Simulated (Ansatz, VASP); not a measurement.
# One calculation of Pd, two programs

The input INCAR:

```
PREC     = Accurate       # precision mode
ENCUT    = 520            # plane-wave cutoff, eV
EDIFF    = 1E-8           # SCF threshold, eV
ISMEAR   = -1             # smearing method
SIGMA    = 0.05           # smearing width, eV
LREAL    = F              # projectors in reciprocal space
LASPH    = T              # aspherical terms in the spheres
NELM     = 60             # most SCF steps
ALGO     = Normal         # electronic algorithm
ISIF     = 2              # what is computed and relaxed
LWAVE    = F              # write WAVECAR
LCHARG   = F              # write CHGCAR
LEFG     = T            
NBANDS   = 11             # bands
```

Contents of KPOINTS:

```
regular mesh
0
Gamma
  18 18 18
```

Contents of POSCAR:

```
Pd
1.0
    0.0000000000      1.9830449783      1.9830449783
    1.9830449783      0.0000000000      1.9830449783
    1.9830449783      1.9830449783      0.0000000000
Pd
1
Direct
    0.0000000000      0.0000000000      0.0000000000
```

Input for Ansatz:

```yaml
crystal:
  lattice:
    - [0.0, 1.9830449783, 1.9830449783]
    - [1.9830449783, 0.0, 1.9830449783]
    - [1.9830449783, 1.9830449783, 0.0]
  atoms:
    - { symbol: Pd, position: [0.0, 0.0, 0.0] }
kpoints:
  mp_grid: { grid: [18, 18, 18] }
scf:
  occupations: { method: fermi_dirac, width: 0.05 }
hamiltonian:
  xc: lda
  pseudopotentials: { kind: all_electron, datasets: crystal }
output:
  forces: true
  stress: true
  eigenvalues: true
  efg: { contact_densities: true }
```

Change from the starting cell: volume scaled by 1.06, crystal datasets.

Alike in both runs: task electric field gradients; functional LDA; k mesh 18 × 18 × 18; occupations fermi-dirac, width 0.05 eV; no spin polarisation.

|  | VASP | Ansatz |
| --- | --- | --- |
| version | VASP 6.6.1 | Ansatz 0.2.0 |
| potentials or method | VASP PAW LDA potentials, release 64 (Pd), cutoff 520 eV | all-electron PAW with datasets made for the crystal, scalar-relativistic |

|  | VASP | Ansatz | Ansatz less VASP |
| --- | --- | --- | --- |
| pressure (GPa) | -16.8 | -17.1 | -0.26 |

LDA's correlation is that of Perdew and Zunger in VASP and of Perdew and Wang (1992) in Ansatz. Ansatz ran all-electron here, and VASP with PAW potentials.
